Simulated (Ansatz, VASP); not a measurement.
AlN: VASP beside Ansatz

The input POSCAR:

```
AlN
1.0
    0.5323585663      2.4800118576      2.4800118576
    2.4800118576      0.5323585663      2.4800118576
    2.4800118576      2.4800118576      0.5323585663
Al N
1 1
Direct
    0.0000000000      0.0000000000      0.0000000000
    0.7500000000      0.7500000000      0.7500000000
```

INCAR.step1

```
SYSTEM = AlN
  PREC = Accurate
  ENCUT = 520
  ISMEAR = 0
  SIGMA = 0.05
  LREAL = .False.
  LASPH = .True.
  NELM = 80
  NBANDS = 11
  GGA = PE
  ALGO = Normal
  EDIFF = 1E-4
  LWAVE = .True.
  LCHARG = .False.
```

INCAR.step2

```
SYSTEM = AlN
  PREC = Accurate
  ENCUT = 520
  EDIFF = 1E-6
  ISMEAR = 0
  SIGMA = 0.05
  LREAL = .False.
  LASPH = .True.
  NELM = 80
  ALGO = Normal
  ISIF = 2
  LWAVE = .False.
  LCHARG = .True.
  METAGGA = R2SCAN
  LMIXTAU = .True.
  LELF = .True.
  LVHAR = .True.
  NBANDS = 11
  ISTART = 1
```

File KPOINTS:

```
Automatic mesh
0
Gamma
  10 10 10
  0 0 0
```

Input for Ansatz:

```yaml
crystal:
  lattice:
    - [0.5323585663, 2.4800118576, 2.4800118576]
    - [2.4800118576, 0.5323585663, 2.4800118576]
    - [2.4800118576, 2.4800118576, 0.5323585663]
  atoms:
    - { symbol: Al, position: [0.0, 0.0, 0.0] }
    - { symbol: "N", position: [0.75, 0.75, 0.75] }
basis:
  ecutwfc: 500
kpoints:
  mp_grid: { grid: [10, 10, 10] }
hamiltonian:
  xc: r2scan
scf:
  occupations: { method: gaussian, width: 0.05 }
output:
  forces: true
  stress: true
  eigenvalues: true
```

Alike in both runs: task single point; functional r2SCAN; k mesh 10 × 10 × 10; occupations gaussian, width 0.05 eV; no spin polarisation.

|  | VASP | Ansatz |
| --- | --- | --- |
| version | VASP 6.6.1 | Ansatz 0.2.0 |
| potentials or method | VASP PAW PBE potentials, release 64 (Al, N), cutoff 520 eV | scalar-relativistic, plane waves, PAW |
| valence electrons in the cell | 8 | 8 |

Ansatz gave:

| Property | Result |
| --- | --- |
| gap on the k mesh at the Fermi level (eV) | 0.09 |
| least direct gap on the mesh (eV) | 0.09 |
| pressure (GPa) | 27.2 |
| traceless stress, the component that is largest in VASP (GPa) | -42.86 |
| rms of the force components (eV/Å) | 0.141 |

Q: What did VASP give for the same quantities?

A: gap on the k mesh at the Fermi level (eV): 0.08; least direct gap on the mesh (eV): 0.08; pressure (GPa): 27.3; traceless stress, the component that is largest in VASP (GPa): -43.25; rms of the force components (eV/Å): 0.112.

VASP's potentials were made for PBE, not for r2SCAN. Atom by atom the forces differ by 0.029 eV/Å (rms over components).
